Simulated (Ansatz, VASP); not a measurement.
## InSe: VASP beside Ansatz

```xyz
8
Lattice="4.0166 0.0000 0.0000 -2.0083 3.4784 0.0000 0.0000 0.0000 16.9328" Properties=species:S:1:pos:R:3 pbc="T T T"
In    0.0000    2.3190    5.6263
In    2.0083    1.1595   14.0927
In    2.0083    1.1595   11.3065
In    0.0000    2.3190    2.8401
Se    0.0000    2.3190   10.0378
Se    2.0083    1.1595    1.5714
Se    2.0083    1.1595    6.8950
Se    0.0000    2.3190   15.3614
```

Alike in both runs: functional r2SCAN; dispersion rVV10; k mesh 9 × 9 × 2; occupations gaussian, width 0.02 eV; no spin polarisation.

Ansatz relaxed the structure, and its values are those at the end. VASP's run is a single point on that final structure, the one shown.

```csv
,VASP,Ansatz
version,VASP 6.6.1,Ansatz 0.2.0
potentials or method,"VASP PAW PBE potentials, release 64 (In_d, Se), cutoff 520 eV","scalar-relativistic, plane waves, PAW"
valence electrons in the cell,76,116
```

```csv
,VASP,Ansatz,Ansatz less VASP
gap on the k mesh at the Fermi level (eV),0.85,0.85,+0.008
least direct gap on the mesh (eV),0.85,0.85,+0.008
pressure (GPa),0.2,0.0,-0.15
rms of the force components (eV/Å),0.013,0.000,-0.0127
```

VASP's potentials were made for PBE, not for r2SCAN. VASP's potentials hold 76 valence electrons a cell and Ansatz's 116, so a difference there can come from the potentials and not from the codes.
